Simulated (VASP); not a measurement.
# SrCl2 (Fm-3m) in VASP: further runs

SrCl2 is run at these levels: PBEsol; tasks: single point.

Program: VASP 6.6.1. These are calculated values, not measurements. Logs are shortened: lines on timing, memory, paths and dates and some standing lists are left out, and cuts for length are marked.

**1. The cell of the first run**

The structure is cubic, space group Fm-3m (No. 225). Conventional cell: a = 6.930 Å, b = 6.930 Å, c = 6.930 Å, α = 90.00°, β = 90.00°, γ = 90.00°. Sr (site symmetry m-3m) has 8 Cl at 3.00 Å within 4.0 Å. Cl (site symmetry -43m) has 4 Sr at 3.00 Å and 6 Cl at 3.46 Å within 4.0 Å.

**2. Single point, PBEsol (27.73 Å³/atom)**

INCAR

```
SYSTEM = SrCl2
ALGO     = Normal         ! electronic algorithm
EDIFF    = 1E-6           ! SCF threshold, eV
ENCUT    = 520            ! plane-wave cutoff, eV
GGA      = PS             ! functional
ISIF     = 2              ! what is computed and relaxed
ISMEAR   = -1             ! smearing method
LASPH    = .True.         ! aspherical terms in the spheres
LCHARG   = .False.        ! write CHGCAR
LREAL    = .False.        ! projectors in reciprocal space
LWAVE    = .False.        ! write WAVECAR
NBANDS   = 19             ! bands
NELM     = 100            ! most SCF steps
PREC     = Accurate       ! precision mode
SIGMA    = 0.05           ! smearing width, eV
```

KPOINTS

```
k-points
0
Gamma
  7 7 7
  0 0 0
```

POSCAR

```
SrCl2
1.0
    0.0000000000      3.4649375496      3.4649375496
    3.4649375496      0.0000000000      3.4649375496
    3.4649375496      3.4649375496      0.0000000000
Sr Cl
1 2
Direct
    0.0000000000      0.0000000000      0.0000000000
    0.7500000000      0.7500000000      0.7500000000
    0.2500000000      0.2500000000      0.2500000000
```

Potentials or basis: VASP PAW PBE potentials, release 64 (Sr_sv, Cl).

The run is started by

```
$ cat potpaw_PBE.64/Sr_sv/POTCAR potpaw_PBE.64/Cl/POTCAR > POTCAR
$ mpirun -np 1 vasp_std > vasp.out
```

OUTCAR:

```text
SYSTEM = SrCl2
   EDIFF = 1E-6
   ENCUT = 520
   GGA = PS
   ISIF = 2
   ISMEAR = -1
   LASPH = .True.
   LREAL = .False.
   NELM = 100
   PREC = Accurate

 ion  position               nearest neighbor table
   1  0.000  0.000  0.000-   2 3.00   2 3.00   2 3.00   2 3.00   3 3.00   3 3.00   3 3.00   3 3.00

   2  0.750  0.750  0.750-   1 3.00   1 3.00   1 3.00   1 3.00
   3  0.250  0.250  0.250-   1 3.00   1 3.00   1 3.00   1 3.00

  LATTYP: Found a face centered cubic cell.
 ALAT       =     6.9298750992

  Lattice vectors:

 A1 = (   0.0000000000,   3.4649375496,   3.4649375496)
 A2 = (   3.4649375496,   0.0000000000,   3.4649375496)
 A3 = (   3.4649375496,   3.4649375496,   0.0000000000)

Analysis of symmetry for initial positions (statically):
=====================================================================
 Subroutine PRICEL returns:
 Original cell was already a primitive cell.

 Routine SETGRP: Setting up the symmetry group for a
 face centered cubic supercell.

 Subroutine GETGRP returns: Found 48 space group operations
 (whereof 48 operations were pure point group operations)
 out of a pool of 48 trial point group operations.

The static configuration has the point symmetry O_h .

Analysis of symmetry for dynamics (positions and initial velocities):
=====================================================================
 Subroutine PRICEL returns:
 Original cell was already a primitive cell.

 Routine SETGRP: Setting up the symmetry group for a
 face centered cubic supercell.

 Subroutine GETGRP returns: Found 48 space group operations
 (whereof 48 operations were pure point group operations)
 out of a pool of 48 trial point group operations.

The dynamic configuration has the point symmetry O_h .

 Subroutine INISYM returns: Found 48 space group operations
 (whereof 48 operations are pure point group operations),
 and found     1 'primitive' translations

----------------------------------------------------------------------------------------

                                     Primitive cell

  volume of cell :      83.1986

  direct lattice vectors                    reciprocal lattice vectors
     0.000000000  3.464937550  3.464937550    -0.144302745  0.144302745  0.144302745
     3.464937550  0.000000000  3.464937550     0.144302745 -0.144302745  0.144302745
     3.464937550  3.464937550  0.000000000     0.144302745  0.144302745 -0.144302745

  length of vectors
     4.900161675  4.900161675  4.900161675     0.249939686  0.249939686  0.249939686

  position of ions in fractional coordinates (direct lattice)
     0.000000000  0.000000000  0.000000000
     0.750000000  0.750000000  0.750000000
     0.250000000  0.250000000  0.250000000

  ion indices of the primitive-cell ions
   primitive index   ion index
                 1           1
                 2           2
                 3           3

----------------------------------------------------------------------------------------

 KPOINTS: k-points

Automatic generation of k-mesh.
 Grid dimensions read from file:
 generate k-points for:    7    7    7

 Generating k-lattice:

  Cartesian coordinates                     Fractional coordinates (reciprocal lattice)
    -0.020614678  0.020614678  0.020614678     0.142857143  0.000000000  0.000000000
     0.020614678 -0.020614678  0.020614678     0.000000000  0.142857143  0.000000000
     0.020614678  0.020614678 -0.020614678     0.000000000  0.000000000  0.142857143

  Length of vectors
     0.035705669  0.035705669  0.035705669

  Shift w.r.t. Gamma in fractional coordinates (k-lattice)
     0.000000000  0.000000000  0.000000000

 Subroutine IBZKPT returns following result:
 ===========================================

 Found     20 irreducible k-points:

 Following reciprocal coordinates:
            Coordinates               Weight
  0.000000  0.000000  0.000000      1.000000
  0.142857  0.000000  0.000000      8.000000
  0.285714  0.000000  0.000000      8.000000
  0.428571  0.000000  0.000000      8.000000
  0.142857  0.142857  0.000000      6.000000
  0.285714  0.142857  0.000000     24.000000
[... 12 lines left out ...]
 -0.428571  0.428571  0.142857     24.000000
 -0.285714  0.428571  0.142857     24.000000
   k-points           NKPTS =     20   k-points in BZ     NKDIM =     20   number of bands    NBANDS=     19
   number of dos      NEDOS =    301   number of ions     NIONS =      3
   total plane-waves  NPLWV =  46656
   dimension x,y,z NGX =    36 NGY =   36 NGZ =   36
   dimension x,y,z NGXF=    72 NGYF=   72 NGZF=   72
   ions per type =               1   2
   NGX,Y,Z   is equivalent  to a cutoff of  12.21, 12.21, 12.21 a.u.
   NGXF,Y,Z  is equivalent  to a cutoff of  24.43, 24.43, 24.43 a.u.
 SYSTEM =  SrCl2
   PREC   = accura    normal or accurate (medium, high low for compatibility)
   ISTART =      0    job   : 0-new  1-cont  2-samecut
   ICHARG =      2    charge: 1-file 2-atom 10-const
   ISPIN  =      1    spin polarized calculation?
   LNONCOLLINEAR =      F non collinear calculations
   LSORBIT =      F    spin-orbit coupling
   LASPH  =      T    aspherical Exc in radial PAW
   ENCUT  =  520.0 eV  38.22 Ry    6.18 a.u.   9.11  9.11  9.11*2*pi/ulx,y,z
   NELM   =    100;   NELMIN=  2; NELMDL= -5     # of ELM steps
   EDIFF  = 0.1E-05   stopping-criterion for ELM
   LREAL  =      F    real-space projection
   EDIFFG = 0.1E-04   stopping-criterion for IOM
   NSW    =      0    number of steps for IOM
   IBRION =     -1    ionic relax: 0-MD 1-quasi-New 2-CG
   NFREE  =      0    steps in history (QN), initial steepest desc. (CG)
   ISIF   =      2    stress and relaxation
   ISYM   =      2    0-nonsym 1-usesym 2-fastsym
   POTIM  = 0.5000    time-step for ionic-motion
   TEBEG  =    0.0;   TEEND  =   0.0 temperature during run
   PSTRESS=    0.0 pullay stress
   NELECT =      24.0000    total number of electrons
   NUPDOWN=      -1.0000    fix difference up-down
   EMIN   =  10.00;   EMAX   =-10.00  energy-range for DOS
   EFERMI =   0.00;   METHOD = LEGACY
   ISMEAR =    -1;   SIGMA  =   0.05  broadening in eV -4-tet -1-fermi 0-gaus
   EFERMI_NEDOS =   21; number of points for ismear=-14 and -15
   IALGO  =     38    algorithm
   IMIX   =      4    mixing-type and parameters
     AMIX     =   0.40;   BMIX     =  1.00
     AMIX_MAG =   1.60;   BMIX_MAG =  1.00
  volume/ion in A,a.u.               =      27.73       187.15
  Fermi-wavevector in a.u.,A,eV,Ry     =   1.081699  2.044115 15.919811  1.170073
  Thomas-Fermi vector in A             =   2.217722
   LORBIT       =      0    0 simple, 1 ext, 2 COOP (PROOUT), +10 PAW based schemes
   GGA     = PS    functional components
   LHFCALC =     F    Hartree Fock is set to
   AEXX    =    0.0000 exact exchange contribution
   IVDW    =     0    specifies the selected vdW correction
   LEPSILON=     F    determine dielectric tensor
   LRPA    =     F    only Hartree local field effects (RPA)
 non-spin polarized calculation
  energy-cutoff  :      520.00
  volume of cell :       83.20
 maximum number of plane-waves:      2251
   NGX = 19   NGY = 19   NGZ = 19

 number of electron      24.0000003 magnetization

 Free energy of the ion-electron system (eV)
  ---------------------------------------------------
  ext. energy  EPLUGINS =         0.00000000
  ---------------------------------------------------
  free energy    TOTEN  =       -13.34254334 eV

  energy without entropy =      -13.34254334  energy(sigma->0) =      -13.34254334

 E-fermi :   1.2280     XC(G=0):  -8.5812

 val. band max:        0.1806227924   @ k =  -0.4286   0.4286   0.0000
 cond. band min:       5.4246925564   @ k =   0.0000   0.0000   0.0000
 fundamental gap:      5.2440697639
 Fermi energy:         1.2279577763

 k-point     1 :       0.0000    0.0000    0.0000
  band No.  band energies     occupation
      1     -32.5185      2.00000
      2     -14.5443      2.00000
      3     -14.5443      2.00000
      4     -14.5443      2.00000
      5     -13.1437      2.00000
      6     -12.2332      2.00000
[... 11 lines left out ...]
     18       9.1269      0.00000
     19       9.6141      0.00000

 k-point     2 :       0.1429    0.0000    0.0000
  band No.  band energies     occupation
      1     -32.5177      2.00000
      2     -14.6284      2.00000
      3     -14.5474      2.00000
      4     -14.5474      2.00000
      5     -13.0091      2.00000
      6     -12.2800      2.00000
[... 11 lines left out ...]
     18       8.9690      0.00000
     19       9.9524      0.00000

 k-point     3 :       0.2857    0.0000    0.0000
  band No.  band energies     occupation
      1     -32.5162      2.00000
      2     -14.7759      2.00000
      3     -14.5541      2.00000
      4     -14.5541      2.00000
      5     -12.7829      2.00000
      6     -12.3424      2.00000
[... 11 lines left out ...]
     18       8.8192      0.00000
     19       9.6333      0.00000

 k-point     4 :       0.4286    0.0000    0.0000
  band No.  band energies     occupation
      1     -32.5149      2.00000
      2     -14.8689      2.00000
      3     -14.5595      2.00000
      4     -14.5595      2.00000
      5     -12.7186      2.00000
      6     -12.2927      2.00000
[... 11 lines left out ...]
     18       8.8529      0.00000
     19       8.8529      0.00000

 k-point     5 :       0.1429    0.1429    0.0000
  band No.  band energies     occupation
      1     -32.5175      2.00000
      2     -14.6489      2.00000
      3     -14.5516      2.00000
      4     -14.5516      2.00000
      5     -12.9615      2.00000
      6     -12.2986      2.00000
[... 11 lines left out ...]
     18       8.8727      0.00000
     19       9.3409      0.00000
[... 246 lines left out ...]
      2     -14.8165      2.00000
      3     -14.6185      2.00000
      4     -14.5640      2.00000
      5     -12.5716      2.00000
      6     -12.4256      2.00000
[... 11 lines left out ...]
     18       8.6112      0.00000
     19       9.8341      0.00000

 k-point    18 :      -0.4286    0.2857    0.1429
  band No.  band energies     occupation
      1     -32.5141      2.00000
      2     -14.8267      2.00000
      3     -14.6883      2.00000
      4     -14.5704      2.00000
      5     -12.5198      2.00000
      6     -12.3759      2.00000
[... 11 lines left out ...]
     18       9.1241      0.00000
     19       9.8646      0.00000

 k-point    19 :      -0.4286    0.4286    0.1429
  band No.  band energies     occupation
      1     -32.5136      2.00000
      2     -14.8825      2.00000
      3     -14.6560      2.00000
      4     -14.5803      2.00000
      5     -12.4902      2.00000
      6     -12.3613      2.00000
[... 11 lines left out ...]
     18       9.3852      0.00000
     19      10.0994      0.00000

 k-point    20 :      -0.2857    0.4286    0.1429
  band No.  band energies     occupation
      1     -32.5135      2.00000
      2     -14.8100      2.00000
      3     -14.7471      2.00000
      4     -14.5792      2.00000
      5     -12.4493      2.00000
      6     -12.3828      2.00000
[... 11 lines left out ...]
     18       9.5519      0.00000
     19      10.6156      0.00000

------------------------ aborting loop because EDIFF is reached ----------------------------------------

  FORCE on cell =-STRESS in cart. coord.  units (eV):
  Direction    XX          YY          ZZ          XY          YZ          ZX
  --------------------------------------------------------------------------------------
  -------------------------------------------------------------------------------------
  Total       -0.1169691     -0.1169691     -0.1169691      0.0000000      0.0000000      0.0000000
  in kB       -2.2525045     -2.2525045     -2.2525045      0.0000000      0.0000000      0.0000000
  external PRESSURE =      -2.2525045 kB  Pullay stress =       0.0000000 kB

 VOLUME and BASIS-vectors are now :
 -----------------------------------------------------------------------------
  energy-cutoff  :      520.00
  volume of cell :       83.20
      direct lattice vectors                 reciprocal lattice vectors
     0.000000000  3.464937550  3.464937550    -0.144302745  0.144302745  0.144302745
     3.464937550  0.000000000  3.464937550     0.144302745 -0.144302745  0.144302745
     3.464937550  3.464937550  0.000000000     0.144302745  0.144302745 -0.144302745

 POSITION                                       TOTAL-FORCE (eV/Angst)
 -----------------------------------------------------------------------------------
      0.00000      0.00000      0.00000        -0.000000      0.000000      0.000000
      5.19741      5.19741      5.19741        -0.000000     -0.000000      0.000000
      1.73247      1.73247      1.73247         0.000000      0.000000     -0.000000
 -----------------------------------------------------------------------------------
    total drift:                                0.000000      0.000000      0.000000

  FREE ENERGIE OF THE ION-ELECTRON SYSTEM (eV)
  ---------------------------------------------------
  free  energy   TOTEN  =       -13.3425433442 eV

  energy  without entropy=      -13.3425433441  energy(sigma->0) =      -13.34254334
```

Wall time 46 s (1 thread of Intel Xeon 8259CL, shared host); peak memory 0.21 GiB.

Results:

```yaml
Free_energy: -13.3425 eV
Pressure: -0.2 GPa
Band_gap_on_the_k_mesh: 5.24 eV (least direct gap 5.56 eV)
```

Caveat: the PAW data sets were made with another functional, which shifts forces and pressure a little; an odd mesh through Γ misses points on the zone boundary, where band edges can lie.

(Part 1 of 2 ends here.)
